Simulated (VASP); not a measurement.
Ca, 2 atoms in the cell. Symmetry: P6_3/mmc, No. 194, hexagonal system. The conventional cell has a = 3.980 Å, b = 3.980 Å, c = 6.520 Å, α = 90.00°, β = 90.00°, γ = 120.00°. Ca (site symmetry -6m2) has 12 Ca at 3.98 to 3.99 Å within 5.2 Å. 

```yaml
Program: VASP 6.6.1
Task: single point
Functional: LDA
Potentials_or_basis: VASP PAW LDA potentials, release 64 (Ca_sv)
Cutoff: 520 eV
k_mesh: 5 × 5 × 3
Occupations: fermi-dirac, width 0.05 eV
Spin: no spin polarisation
Dipole_correction: no
Further_INCAR_settings: ALGO = Normal; EDIFF = 1e-06; NBANDS = 17
```

Potentials or basis: VASP PAW LDA potentials, release 64 (Ca_sv).

Command:

```sh
$ cat potpaw_LDA.64/Ca_sv/POTCAR > POTCAR
$ mpirun -np 1 vasp_std > vasp.out
```

Hardware: 1 thread of Intel(R) Xeon(R) Platinum 8488C (Sapphire Rapids), on a shared host.

Problem. Estimate the wall time of this run.

Solution. Wall time 16 s on 1 thread of Intel(R) Xeon(R) Platinum 8488C (Sapphire Rapids) (shared host), peak memory 0.16 GiB. Counts: scf iterations 11, k points 10.
